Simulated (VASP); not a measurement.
# Hf (P1) in VASP: a series of runs

Runs on Hf. Level: PBE. Tasks: single point.

Everything below comes from runs of VASP 6.6.1. Logs are shortened: lines on timing, memory, paths and dates and some standing lists are left out, and cuts for length are marked.

## 1. The cell of the first run

The typed cell holds 4 atoms: a = 6.393 Å, b = 3.197 Å, c = 5.058 Å, α = 90.00°, β = 90.00°, γ = 120.00°.

## 2. Single point, PBE

INCAR

```
SYSTEM = Hf
PREC     = Accurate       ! precision mode
ENCUT    = 520            ! plane-wave cutoff, eV
EDIFF    = 1E-6           ! SCF threshold, eV
ISMEAR   = -1             ! smearing method
SIGMA    = 0.08           ! smearing width, eV
LREAL    = .False.        ! projectors in reciprocal space
LASPH    = .True.         ! aspherical terms in the spheres
NELM     = 80             ! most SCF steps
ALGO     = Normal         ! electronic algorithm
ISIF     = 2              ! what is computed and relaxed
LWAVE    = .False.        ! write WAVECAR
LCHARG   = .False.        ! write CHGCAR
GGA      = PE             ! functional
NBANDS   = 28             ! bands
```

KPOINTS

```
regular mesh
0
Gamma
  4 7 4
  0 0 0
```

POSCAR

```
Hf
1.0
    6.3934000000      0.0000000000      0.0000000000
   -1.5983500000      2.7684234083      0.0000000000
    0.0000000000      0.0000000000      5.0578000000
Hf
4
Direct
    0.1667556242      0.6593608458      0.2498232433
    0.6733405433      0.6756401475      0.2485072561
    0.3331512699      0.3361931550      0.7522952667
    0.8267525791      0.3288059179      0.7493744316
```

Potentials or basis: VASP PAW PBE potentials, release 64 (Hf_pv).

On the command line:

```
$ cat potpaw_PBE.64/Hf_pv/POTCAR > POTCAR
$ mpirun -np 1 vasp_std > vasp.out
```

OUTCAR:

```text
SYSTEM = Hf
   PREC = Accurate
   ENCUT = 520
   EDIFF = 1E-6
   ISMEAR = -1
   LREAL = .False.
   LASPH = .True.
   NELM = 80
   ISIF = 2
   GGA = PE

 ion  position               nearest neighbor table
   1  0.167  0.659  0.250-   3 3.10   3 3.12   3 3.14   2 3.15   4 3.15   4 3.15   3 3.16   2 3.18
                             2 3.21   2 3.24
   2  0.673  0.676  0.249-   4 3.11   4 3.11   4 3.11   4 3.11   3 3.14   1 3.15   3 3.17   1 3.18
                             1 3.21   1 3.24
   3  0.333  0.336  0.752-   1 3.10   1 3.12   1 3.14   2 3.14   1 3.16   4 3.16   4 3.17   2 3.17
                             4 3.23   4 3.23
   4  0.827  0.329  0.749-   2 3.11   2 3.11   2 3.11   2 3.11   1 3.15   1 3.15   3 3.16   3 3.17
                             3 3.23   3 3.23

  Warning from LATTYP: Monoclinic adjustment (A1->A3, A2->A1, A3->A2)!
  LATTYP: Found a simple orthorhombic cell.
 ALAT       =     3.1967000000
 B/A-ratio  =     1.5821941377
 C/A-ratio  =     1.7320508076

  Lattice vectors:

 A1 = (  -1.5983500000,   2.7684234083,   0.0000000000)
 A2 = (   0.0000000000,   0.0000000000,   5.0578000000)
 A3 = (   4.7950500000,   2.7684234083,   0.0000000000)

Analysis of symmetry for initial positions (statically):
=====================================================================
 Subroutine PRICEL returns:
 Original cell was already a primitive cell.

 Routine SETGRP: Setting up the symmetry group for a
 simple orthorhombic supercell.

 Subroutine GETGRP returns: Found  1 space group operations
 (whereof  1 operations were pure point group operations)
 out of a pool of  8 trial point group operations.

The static configuration has the point symmetry C_1 .

Analysis of symmetry for dynamics (positions and initial velocities):
=====================================================================
 Subroutine PRICEL returns:
 Original cell was already a primitive cell.

 Routine SETGRP: Setting up the symmetry group for a
 simple orthorhombic supercell.

 Subroutine GETGRP returns: Found  1 space group operations
 (whereof  1 operations were pure point group operations)
 out of a pool of  8 trial point group operations.

The dynamic configuration has the point symmetry C_1 .

 Subroutine INISYM returns: Found  1 space group operations
 (whereof  1 operations are pure point group operations),
 and found     1 'primitive' translations

----------------------------------------------------------------------------------------

                                     Primitive cell

  volume of cell :      89.5212

  direct lattice vectors                    reciprocal lattice vectors
     6.393400000  0.000000000  0.000000000     0.156411299  0.090304106  0.000000000
    -1.598350000  2.768423408  0.000000000     0.000000000  0.361216423  0.000000000
     0.000000000  0.000000000  5.057800000     0.000000000  0.000000000  0.197714421

  length of vectors
     6.393400000  3.196700000  5.057800000     0.180608211  0.361216423  0.197714421

  position of ions in fractional coordinates (direct lattice)
     0.166755624  0.659360846  0.249823243
     0.673340543  0.675640147  0.248507256
     0.333151270  0.336193155  0.752295267
     0.826752579  0.328805918  0.749374432

  ion indices of the primitive-cell ions
   primitive index   ion index
                 1           1
                 2           2
                 3           3
                 4           4

----------------------------------------------------------------------------------------

 KPOINTS: regular mesh

Automatic generation of k-mesh.
 Grid dimensions read from file:
 generate k-points for:    4    7    4

 Generating k-lattice:

  Cartesian coordinates                     Fractional coordinates (reciprocal lattice)
     0.039102825  0.022576026  0.000000000     0.250000000 -0.000000000  0.000000000
     0.000000000  0.051602346  0.000000000     0.000000000  0.142857143  0.000000000
     0.000000000  0.000000000  0.049428605     0.000000000  0.000000000  0.250000000

  Length of vectors
     0.045152053  0.051602346  0.049428605

  Shift w.r.t. Gamma in fractional coordinates (k-lattice)
     0.000000000  0.000000000  0.000000000

 -----------------------------------------------------------------------------
|                                                                             |
|           W    W    AA    RRRRR   N    N  II  N    N   GGGG   !!!           |
|           W    W   A  A   R    R  NN   N  II  NN   N  G    G  !!!           |
|           W    W  A    A  R    R  N N  N  II  N N  N  G       !!!           |
|           W WW W  AAAAAA  RRRRR   N  N N  II  N  N N  G  GGG   !            |
|           WW  WW  A    A  R   R   N   NN  II  N   NN  G    G                |
|           W    W  A    A  R    R  N    N  II  N    N   GGGG   !!!           |
|                                                                             |
|     Your reciprocal lattice and k-lattice belong to different lattice       |
|     classes:                                                                |
|                                                                             |
|        The reciprocal lattice is simple orthorhombic,                       |
|        whereas your k-lattice is simple monoclinic.                         |
|                                                                             |
|     Results are often still useful ...                                      |
|                                                                             |
 -----------------------------------------------------------------------------

 WARNING: IBZKPT: internal override: KBLOWUP is changed to .FALSE.
      ... skipping the blow-up phase ...

 Subroutine IBZKPT returns following result:
 ===========================================

 Found     58 irreducible k-points:

 Following reciprocal coordinates:
            Coordinates               Weight
  0.000000  0.000000  0.000000      1.000000
  0.250000  0.000000  0.000000      2.000000
  0.500000  0.000000  0.000000      1.000000
  0.000000  0.142857  0.000000      2.000000
  0.250000  0.142857  0.000000      2.000000
  0.500000  0.142857  0.000000      2.000000
[... 16 lines left out ...]
 -0.250000  0.142857  0.250000      2.000000
  0.000000  0.285714  0.250000      2.000000
 [... further k-points ...]
   k-points           NKPTS =     58   k-points in BZ     NKDIM =     58   number of bands    NBANDS=     28
   number of dos      NEDOS =    301   number of ions     NIONS =      4
   total plane-waves  NPLWV =  46080
   dimension x,y,z NGX =    48 NGY =   24 NGZ =   40
   dimension x,y,z NGXF=    96 NGYF=   48 NGZF=   80
   ions per type =               4
   NGX,Y,Z   is equivalent  to a cutoff of  12.48, 12.48, 13.15 a.u.
   NGXF,Y,Z  is equivalent  to a cutoff of  24.96, 24.96, 26.30 a.u.
 SYSTEM =  Hf
   PREC   = accura    normal or accurate (medium, high low for compatibility)
   ISTART =      0    job   : 0-new  1-cont  2-samecut
   ICHARG =      2    charge: 1-file 2-atom 10-const
   ISPIN  =      1    spin polarized calculation?
   LNONCOLLINEAR =      F non collinear calculations
   LSORBIT =      F    spin-orbit coupling
   LASPH  =      T    aspherical Exc in radial PAW
   ENCUT  =  520.0 eV  38.22 Ry    6.18 a.u.  11.89  5.94  9.40*2*pi/ulx,y,z
   NELM   =     80;   NELMIN=  2; NELMDL= -5     # of ELM steps
   EDIFF  = 0.1E-05   stopping-criterion for ELM
   LREAL  =      F    real-space projection
   EDIFFG = 0.1E-04   stopping-criterion for IOM
   NSW    =      0    number of steps for IOM
   IBRION =     -1    ionic relax: 0-MD 1-quasi-New 2-CG
   NFREE  =      0    steps in history (QN), initial steepest desc. (CG)
   ISIF   =      2    stress and relaxation
   ISYM   =      2    0-nonsym 1-usesym 2-fastsym
   POTIM  = 0.5000    time-step for ionic-motion
   TEBEG  =    0.0;   TEEND  =   0.0 temperature during run
   PSTRESS=    0.0 pullay stress
   NELECT =      40.0000    total number of electrons
   NUPDOWN=      -1.0000    fix difference up-down
   EMIN   =  10.00;   EMAX   =-10.00  energy-range for DOS
   EFERMI =   0.00;   METHOD = LEGACY
   ISMEAR =    -1;   SIGMA  =   0.08  broadening in eV -4-tet -1-fermi 0-gaus
   EFERMI_NEDOS =   21; number of points for ismear=-14 and -15
   IALGO  =     38    algorithm
   IMIX   =      4    mixing-type and parameters
     AMIX     =   0.40;   BMIX     =  1.00
     AMIX_MAG =   1.60;   BMIX_MAG =  1.00
  volume/ion in A,a.u.               =      22.38       151.03
  Fermi-wavevector in a.u.,A,eV,Ry     =   1.251563  2.365112 21.312311  1.566411
  Thomas-Fermi vector in A             =   2.385505
   LORBIT       =      0    0 simple, 1 ext, 2 COOP (PROOUT), +10 PAW based schemes
   GGA     = PE    functional components
   LHFCALC =     F    Hartree Fock is set to
   AEXX    =    0.0000 exact exchange contribution
   IVDW    =     0    specifies the selected vdW correction
   LEPSILON=     F    determine dielectric tensor
   LRPA    =     F    only Hartree local field effects (RPA)
 non-spin polarized calculation
  energy-cutoff  :      520.00
  volume of cell :       89.52
 maximum number of plane-waves:      2433
   NGX = 23   NGY = 11   NGZ = 19

 number of electron      40.0000000 magnetization

 Free energy of the ion-electron system (eV)
  ---------------------------------------------------
  ext. energy  EPLUGINS =         0.00000000
  ---------------------------------------------------
  free energy    TOTEN  =       -39.73160772 eV

  energy without entropy =      -39.66724995  energy(sigma->0) =      -39.69942884

 E-fermi :   4.9222     XC(G=0): -11.2807

 val. band max:        4.9208777451   @ k =  -0.2500   0.1429   0.0000
 cond. band min:       4.9291321585   @ k =   0.2500  -0.2857   0.2500
 fundamental gap:      0.0082544135
 Fermi energy:         4.9221691923

 k-point     1 :       0.0000    0.0000    0.0000
  band No.  band energies     occupation
      1     -26.1536      2.00000
      2     -25.9889      2.00000
      3     -25.8398      2.00000
      4     -25.8088      2.00000
      5     -25.5970      2.00000
      6     -25.4859      2.00000
[... 20 lines left out ...]
     27       6.9590      0.00000
[... 691 lines left out ...]
      6     -25.6484      2.00000
[... 20 lines left out ...]
     27       8.1411      0.00000
     28       8.7637      0.00000

 [... further k-points ...]

------------------------ aborting loop because EDIFF is reached ----------------------------------------

  FORCE on cell =-STRESS in cart. coord.  units (eV):
  Direction    XX          YY          ZZ          XY          YZ          ZX
  --------------------------------------------------------------------------------------
  -------------------------------------------------------------------------------------
  Total        0.2204572      0.1257790      0.2427218     -0.3078020     -0.0018172     -0.0068704
  in kB        3.9455616      2.2510883      4.3440353     -5.5087866     -0.0325219     -0.1229604
  external PRESSURE =       3.5135617 kB  Pullay stress =       0.0000000 kB

 VOLUME and BASIS-vectors are now :
 -----------------------------------------------------------------------------
  energy-cutoff  :      520.00
  volume of cell :       89.52
      direct lattice vectors                 reciprocal lattice vectors
     6.393400000  0.000000000  0.000000000     0.156411299  0.090304106  0.000000000
    -1.598350000  2.768423408  0.000000000     0.000000000  0.361216423  0.000000000
     0.000000000  0.000000000  5.057800000     0.000000000  0.000000000  0.197714421

 POSITION                                       TOTAL-FORCE (eV/Angst)
 -----------------------------------------------------------------------------------
      0.01225      1.82539      1.26356         0.049696      0.164307      0.033035
      3.22503      1.87046      1.25690        -0.194065     -0.214621      0.030970
      1.59261      0.93073      3.80496        -0.066570     -0.130697     -0.065694
      4.76021      0.91027      3.79019         0.210939      0.181012      0.001689
 -----------------------------------------------------------------------------------
    total drift:                               -0.000053      0.000092     -0.000065

  FREE ENERGIE OF THE ION-ELECTRON SYSTEM (eV)
  ---------------------------------------------------
  free  energy   TOTEN  =       -39.7316077155 eV

  energy  without entropy=      -39.6672499547  energy(sigma->0) =      -39.69942884
```

Run time: 75 s. Hardware: 1 thread of Intel Xeon Platinum 8488C (Sapphire Rapids), shared host; peak memory 0.25 GiB.

Results:

| Item | Value |
| --- | --- |
| Free energy | -39.7316 eV |
| Pressure | 0.4 GPa |
| Largest force | 0.291 eV/Å |
| Band gap on the k mesh | zero (band 20 reaches 5.89 eV, above the bottom of band 21 at 4.68 eV) |

Forces on the atoms (eV/Å):
```
Hf   0.050  0.164  0.033
Hf  -0.194 -0.215  0.031
Hf  -0.067 -0.131 -0.066
Hf   0.211  0.181  0.002
```

Stress tensor (GPa, compression positive):
```
 0.39 -0.55 -0.01
-0.55  0.23  0.00
-0.01  0.00  0.43
```

Levels at points of the mesh, in eV from the Fermi level:
```
           k point  band 18  band 19  band 20  band 21  band 22  band 23
(0.00, 0.00, 0.00)    -0.79     0.64     0.76     1.00     1.14     1.21
(0.50, 0.00, 0.00)    -1.05    -0.63    -0.43     0.73     0.89     1.42
(0.00, 0.00, 0.50)    -1.00     0.11     0.18     1.04     1.04     1.08
(0.50, 0.00, 0.50)    -0.74    -0.66    -0.62     0.47     0.49     0.64
```

Caveat: spin-orbit coupling is left out, which moves the levels of the heavy elements.

## 3. Single point, PBE

INCAR

```
SYSTEM = Hf
PREC = Accurate
ENCUT = 520
EDIFF = 1E-6
ISMEAR = -1
SIGMA = 0.08
LREAL = .FALSE.
LASPH = .TRUE.
NELM = 60
ALGO = Normal
ISIF = 2
LWAVE = .FALSE.
LCHARG = .TRUE.
GGA = PE
LELF = .TRUE.
LVHAR = .TRUE.
NBANDS = 28
```

KPOINTS

```
regular mesh
0
G
  4 7 4
  0 0 0
```

POSCAR

```
Hf
1.0
    6.3934000000      0.0000000000      0.0000000000
   -1.5983500000      2.7684234083      0.0000000000
    0.0000000000      0.0000000000      5.0578000000
Hf
4
Direct
    0.1669822122      0.6524128479      0.2496866226
    0.6797166598      0.6841489616      0.2470520780
    0.3328336538      0.3387679057      0.7545120408
    0.8204674908      0.3246703511      0.7487494563
```

Potentials or basis: VASP PAW PBE potentials, release 64 (Hf_pv).

On the command line:

```
$ cat potpaw_PBE.64/Hf_pv/POTCAR > POTCAR
$ mpirun -np 1 vasp_std > vasp.out
```

It took 80 s on 1 thread of Intel Xeon Platinum 8488C (Sapphire Rapids), shared host; peak memory 0.26 GiB.

It converged, with:

| Property | Result |
| --- | --- |
| Free energy | -39.6970 eV |
| Pressure | 0.4 GPa |
| Largest force | 0.550 eV/Å |
| Band gap on the k mesh | zero (band 20 reaches 5.87 eV, above the bottom of band 21 at 4.63 eV) |

Forces in eV/Å, atoms in the order of the input:
```
Hf   0.087  0.346  0.061
Hf  -0.370 -0.402  0.058
Hf  -0.125 -0.277 -0.120
Hf   0.407  0.334  0.000
```

Stress tensor (GPa, compression positive):
```
 0.38 -0.84 -0.05
-0.84  0.38  0.00
-0.05  0.00  0.53
```

Levels at points of the mesh, in eV from the Fermi level:
```tsv
k point	band 17	band 18	band 19	band 20	band 21	band 22	band 23	band 24
(0.00, 0.00, 0.00)	-2.35	-0.75	0.65	0.75	1.12	1.13	1.27	1.40
(0.50, 0.00, 0.00)	-1.22	-1.04	-0.70	-0.30	0.68	1.01	1.34	1.45
(0.00, 0.00, 0.50)	-1.06	-1.01	0.08	0.22	1.02	1.04	1.11	1.12
(0.50, 0.00, 0.50)	-0.81	-0.79	-0.62	-0.54	0.43	0.47	0.74	0.76
```

Caveat: spin-orbit coupling is left out, which moves the levels of the heavy elements.
